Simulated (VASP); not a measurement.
Crystal: TiO2.

```xyz
6
Lattice="4.6901 0.0000 0.0000 0.0000 4.6901 0.0000 0.0000 0.0000 3.0173" Properties=species:S:1:pos:R:3 pbc="T T T"
Ti    0.0000    0.0000    1.5086
Ti    2.3450    2.3450    0.0000
O     1.4273    1.4273    1.5086
O     0.9177    3.7723    0.0000
O     3.7723    0.9177    0.0000
O     3.2628    3.2628    1.5086
```

Base run:

- Program: VASP 6.6.1
- Functional: PBE
- Potentials or basis: VASP PAW PBE potentials, release 64 (Ti_sv, O)
- Cutoff: 520 eV
- k mesh: 6 × 6 × 9
- Occupations: fermi-dirac, width 0.05 eV
- Spin: no spin polarisation

Its results: band gap on the k mesh 1.70 eV; pressure -7.8 GPa; largest force 0.235 eV/Å.

After a change of settings the same cell gave: band gap on the k mesh 1.70 eV; pressure -11.3 GPa; largest force 0.249 eV/Å. Which change was it?
A. dispersion from none to D4
B. functional from PBE to BLYP; further incar settings from ALGO = Normal; EDIFF = 1e-07; NBANDS = 33 to ALGO = Normal; EDIFF = 1e-06; NBANDS = 33
C. functional from PBE to LDA; potentials or basis from VASP PAW PBE potentials, release 64 (Ti_sv, O) to VASP PAW LDA potentials, release 64 (Ti_sv, O)

A.

Dispersion adds attraction, which lowers the pressure at fixed volume and, as a term added to the energy, leaves the levels alone.

Caveats: the cell stands under tension; an odd mesh through Γ misses points on the zone boundary, where band edges can lie.
